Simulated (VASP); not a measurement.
# SrCl2 (Fm-3m) in VASP: further runs

Runs on SrCl2. Level: PBE. Tasks: single point.

Program: VASP 6.6.1. These are calculated values, not measurements. Logs are shortened: lines on timing, memory, paths and dates and some standing lists are left out, and cuts for length are marked.

### 1 The cell of the first run

It takes space group Fm-3m (No. 225, cubic). The conventional cell has a = 6.971 Å, b = 6.971 Å, c = 6.971 Å, α = 90.00°, β = 90.00°, γ = 90.00°. Sr (site symmetry m-3m) has 8 Cl at 3.02 Å within 4.0 Å. Cl (site symmetry -43m) has 4 Sr at 3.02 Å and 6 Cl at 3.49 Å within 4.0 Å.

### 2 Single point, PBE

INCAR

```
PREC = Accurate ; ENCUT = 500
EDIFF = 1E-6 ; ISMEAR = 0
SIGMA = 0.1 ; LREAL = False
LASPH = True ; NELM = 120
ALGO = Normal ; ISIF = 2
LWAVE = False ; LCHARG = True
GGA = PE ; LELF = True
LVHAR = True ; NBANDS = 19
GGA_COMPAT = False
```

KPOINTS

```
regular mesh
0
Gamma
  4 4 4
```

POSCAR

```
SrCl2
1.0
    0.0000000000      3.4855001000      3.4855001000
    3.4855001000      0.0000000000      3.4855001000
    3.4855001000      3.4855001000      0.0000000000
Sr Cl
1 2
Direct
    0.0000000000      0.0000000000      0.0000000000
    0.2500000000      0.2500000000      0.2500000000
    0.7500000000      0.7500000000      0.7500000000
```

Potentials or basis: VASP PAW PBE potentials, release 64 (Sr_sv, Cl).

Command:

```
$ cat potpaw_PBE.64/Sr_sv/POTCAR potpaw_PBE.64/Cl/POTCAR > POTCAR
$ mpirun -np 1 vasp_std > vasp.out
```

OUTCAR:

```text
PREC = Accurate
   ENCUT = 500
   EDIFF = 1E-6
   ISMEAR = 0
   LREAL = False
   LASPH = True
   NELM = 120
   ISIF = 2
   GGA = PE

 ion  position               nearest neighbor table
   1  0.000  0.000  0.000-   2 3.02   3 3.02   3 3.02   3 3.02   3 3.02   2 3.02   2 3.02   2 3.02

   2  0.250  0.250  0.250-   1 3.02   1 3.02   1 3.02   1 3.02
   3  0.750  0.750  0.750-   1 3.02   1 3.02   1 3.02   1 3.02

  LATTYP: Found a face centered cubic cell.
 ALAT       =     6.9710002000

  Lattice vectors:

 A1 = (   0.0000000000,   3.4855001000,   3.4855001000)
 A2 = (   3.4855001000,   0.0000000000,   3.4855001000)
 A3 = (   3.4855001000,   3.4855001000,   0.0000000000)

Analysis of symmetry for initial positions (statically):
=====================================================================
 Subroutine PRICEL returns:
 Original cell was already a primitive cell.

 Routine SETGRP: Setting up the symmetry group for a
 face centered cubic supercell.

 Subroutine GETGRP returns: Found 48 space group operations
[... 9 lines left out ...]

 Routine SETGRP: Setting up the symmetry group for a
 face centered cubic supercell.

 Subroutine GETGRP returns: Found 48 space group operations
[... 11 lines left out ...]
                                     Primitive cell

  volume of cell :      84.6887

  direct lattice vectors                    reciprocal lattice vectors
     0.000000000  3.485500100  3.485500100    -0.143451438  0.143451438  0.143451438
     3.485500100  0.000000000  3.485500100     0.143451438 -0.143451438  0.143451438
     3.485500100  3.485500100  0.000000000     0.143451438  0.143451438 -0.143451438

  length of vectors
     4.929241513  4.929241513  4.929241513     0.248465178  0.248465178  0.248465178

  position of ions in fractional coordinates (direct lattice)
     0.000000000  0.000000000  0.000000000
     0.250000000  0.250000000  0.250000000
     0.750000000  0.750000000  0.750000000

  ion indices of the primitive-cell ions
   primitive index   ion index
                 1           1
                 2           2
                 3           3

----------------------------------------------------------------------------------------

 KPOINTS: regular mesh

Automatic generation of k-mesh.
 Grid dimensions read from file:
 generate k-points for:    4    4    4
[... 40 lines left out ...]
   ICHARG =      2    charge: 1-file 2-atom 10-const
   ISPIN  =      1    spin polarized calculation?
   LNONCOLLINEAR =      F non collinear calculations
   LSORBIT =      F    spin-orbit coupling
   LASPH  =      T    aspherical Exc in radial PAW
   ENCUT  =  500.0 eV  36.75 Ry    6.06 a.u.   8.99  8.99  8.99*2*pi/ulx,y,z
   NELM   =    120;   NELMIN=  2; NELMDL= -5     # of ELM steps
   EDIFF  = 0.1E-05   stopping-criterion for ELM
   LREAL  =      F    real-space projection
   EDIFFG = 0.1E-04   stopping-criterion for IOM
   NSW    =      0    number of steps for IOM
   IBRION =     -1    ionic relax: 0-MD 1-quasi-New 2-CG
   NFREE  =      0    steps in history (QN), initial steepest desc. (CG)
   ISIF   =      2    stress and relaxation
   ISYM   =      2    0-nonsym 1-usesym 2-fastsym
   POTIM  = 0.5000    time-step for ionic-motion
   TEBEG  =    0.0;   TEEND  =   0.0 temperature during run
   PSTRESS=    0.0 pullay stress
   NELECT =      24.0000    total number of electrons
   NUPDOWN=      -1.0000    fix difference up-down
   EMIN   =  10.00;   EMAX   =-10.00  energy-range for DOS
   EFERMI =   0.00;   METHOD = LEGACY
   ISMEAR =     0;   SIGMA  =   0.10  broadening in eV -4-tet -1-fermi 0-gaus
   EFERMI_NEDOS =   21; number of points for ismear=-14 and -15
   IALGO  =     38    algorithm
   IMIX   =      4    mixing-type and parameters
     AMIX     =   0.40;   BMIX     =  1.00
     AMIX_MAG =   1.60;   BMIX_MAG =  1.00
  volume/ion in A,a.u.               =      28.23       190.50
  Fermi-wavevector in a.u.,A,eV,Ry     =   1.075318  2.032056 15.732529  1.156308
  Thomas-Fermi vector in A             =   2.211171
   LORBIT       =      0    0 simple, 1 ext, 2 COOP (PROOUT), +10 PAW based schemes
   GGA     = PE    functional components
   LHFCALC =     F    Hartree Fock is set to
   AEXX    =    0.0000 exact exchange contribution
   IVDW    =     0    specifies the selected vdW correction
   LEPSILON=     F    determine dielectric tensor
   LRPA    =     F    only Hartree local field effects (RPA)
 non-spin polarized calculation
 Gauss-broadening in eV      SIGMA  =   0.10
  energy-cutoff  :      500.00
  volume of cell :       84.69
 maximum number of plane-waves:      2180
   NGX = 17   NGY = 17   NGZ = 17

 number of electron      24.0000003 magnetization

 Free energy of the ion-electron system (eV)
  ---------------------------------------------------
  ext. energy  EPLUGINS =         0.00000000
  ---------------------------------------------------
  free energy    TOTEN  =       -12.78046229 eV

  energy without entropy =      -12.78046229  energy(sigma->0) =      -12.78046229

 E-fermi :   0.7164     XC(G=0):  -8.2935

 val. band max:        0.1689063949   @ k =   0.5000   0.5000   0.0000
 cond. band min:       5.5163295103   @ k =   0.0000   0.0000   0.0000
 fundamental gap:      5.3474231154
 Fermi energy:         0.7164403132

 k-point     1 :       0.0000    0.0000    0.0000
  band No.  band energies     occupation
      1     -32.7102      2.00000
      2     -14.7028      2.00000
      3     -14.7028      2.00000
      4     -14.7028      2.00000
      5     -13.1443      2.00000
      6     -12.2893      2.00000
[... 153 lines left out ...]
      6     -12.4770      2.00000
[... 11 lines left out ...]
     18       9.6752      0.00000
     19      10.8200      0.00000

------------------------ aborting loop because EDIFF is reached ----------------------------------------

  FORCE on cell =-STRESS in cart. coord.  units (eV):
  Direction    XX          YY          ZZ          XY          YZ          ZX
  --------------------------------------------------------------------------------------
  -------------------------------------------------------------------------------------
  Total        0.6105877      0.6105877      0.6105877     -0.0000000      0.0000000     -0.0000000
  in kB       11.5513654     11.5513654     11.5513654     -0.0000000      0.0000000     -0.0000000
  external PRESSURE =      11.5513654 kB  Pullay stress =       0.0000000 kB

 VOLUME and BASIS-vectors are now :
 -----------------------------------------------------------------------------
  energy-cutoff  :      500.00
  volume of cell :       84.69
      direct lattice vectors                 reciprocal lattice vectors
     0.000000000  3.485500100  3.485500100    -0.143451438  0.143451438  0.143451438
     3.485500100  0.000000000  3.485500100     0.143451438 -0.143451438  0.143451438
     3.485500100  3.485500100  0.000000000     0.143451438  0.143451438 -0.143451438

 POSITION                                       TOTAL-FORCE (eV/Angst)
 -----------------------------------------------------------------------------------
      0.00000      0.00000      0.00000         0.000000      0.000000      0.000000
      1.74275      1.74275      1.74275         0.000000     -0.000000     -0.000000
      5.22825      5.22825      5.22825        -0.000000     -0.000000      0.000000
 -----------------------------------------------------------------------------------
    total drift:                                0.000000      0.000000      0.000000

  FREE ENERGIE OF THE ION-ELECTRON SYSTEM (eV)
  ---------------------------------------------------
  free  energy   TOTEN  =       -12.7804622929 eV

  energy  without entropy=      -12.7804622929  energy(sigma->0) =      -12.78046229
```

OSZICAR:

```text
N       E                     dE             d eps       ncg     rms          rms(c)
DAV:   1     0.134630100842E+03    0.13463E+03   -0.11256E+04   304   0.110E+03
DAV:   2    -0.442638332064E+01   -0.13906E+03   -0.13584E+03   396   0.216E+02
DAV:   3    -0.127153484631E+02   -0.82890E+01   -0.82573E+01   359   0.530E+01
DAV:   4    -0.130537597009E+02   -0.33841E+00   -0.33809E+00   528   0.931E+00
DAV:   5    -0.130562026260E+02   -0.24429E-02   -0.24429E-02   380   0.847E-01    0.130E+01
DAV:   6    -0.127625388047E+02    0.29366E+00   -0.58639E-01   340   0.429E+00    0.836E+00
DAV:   7    -0.127722887346E+02   -0.97499E-02   -0.36206E-01   410   0.361E+00    0.212E+00
DAV:   8    -0.127779829048E+02   -0.56942E-02   -0.53892E-02   356   0.128E+00    0.409E-01
DAV:   9    -0.127789788195E+02   -0.99591E-03   -0.19615E-03   370   0.265E-01    0.146E-01
DAV:  10    -0.127803361539E+02   -0.13573E-02   -0.94094E-04   325   0.178E-01    0.348E-02
DAV:  11    -0.127804390635E+02   -0.10291E-03   -0.67122E-05   386   0.459E-02    0.412E-02
DAV:  12    -0.127804608659E+02   -0.21802E-04   -0.20699E-05   334   0.230E-02    0.361E-03
DAV:  13    -0.127804623287E+02   -0.14628E-05   -0.16208E-06   357   0.695E-03    0.395E-03
DAV:  14    -0.127804622929E+02    0.35789E-07   -0.38732E-07   258   0.404E-03
   1 F= -.12780462E+02 E0= -.12780462E+02  d E =-.252644E-15
```

Wall time 14 s (1 thread of Intel Xeon Platinum 8259CL at 2.50GHz (Skylake/Cascade Lake), shared host); peak memory 0.2 GiB.

Results:

```
Free energy            : -12.7805 eV
Pressure               : 1.2 GPa
Band gap on the k mesh : 5.35 eV, indirect (least direct gap 5.50 eV)
```

(Continued in part 2 of 2.)
